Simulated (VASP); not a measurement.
Here is a VASP 6.6.1 calculation.

INCAR

```
PREC     = Accurate       # precision mode
ENCUT    = 520            # plane-wave cutoff, eV
EDIFF    = 1E-7           # SCF threshold, eV
ISMEAR   = -1             # smearing method
SIGMA    = 0.03           # smearing width, eV
LREAL    = F              # projectors in reciprocal space
LASPH    = T              # aspherical terms in the spheres
NELM     = 100            # most SCF steps
ALGO     = Normal         # electronic algorithm
ISIF     = 2              # what is computed and relaxed
LWAVE    = F              # write WAVECAR
LCHARG   = F              # write CHGCAR
GGA      = PS             # functional
NBANDS   = 22             # bands
```

The input KPOINTS:

```
Automatic mesh
0
Gamma
  9 9 3
```

The input POSCAR:

```
Bi
1.0
    4.5390002997      0.0000000000      0.0000000000
   -2.2695001499      3.9308895674      0.0000000000
    0.0000000000      0.0000000000     12.1838700000
Bi
2
Direct
    0.3333333333      0.6666666667      0.2500000000
    0.6666666667      0.3333333333      0.7500000000
```

Potentials or basis: VASP PAW PBE potentials, release 64 (Bi_d).

Command:

```sh
$ cat potpaw_PBE.64/Bi_d/POTCAR > POTCAR
$ mpirun -np 1 vasp_std > vasp.out
```

Question: Predict the pressure.

Answer: -3.4 GPa.

Question: What does it give for the band gap on the k mesh?

Answer: Zero (bands 15 and 16 overlap by 2.14 eV).

Stress tensor (GPa, compression positive):
```
-5.01  0.00  0.00
 0.00 -5.01  0.00
 0.00  0.00 -0.28
```

Caveat: the cell differs from its parent crystal (zz strain of +3 %); the cell stands under tension; the PAW data sets were made with another functional, which shifts forces and pressure a little; spin-orbit coupling is left out, which moves the levels of the heavy elements.
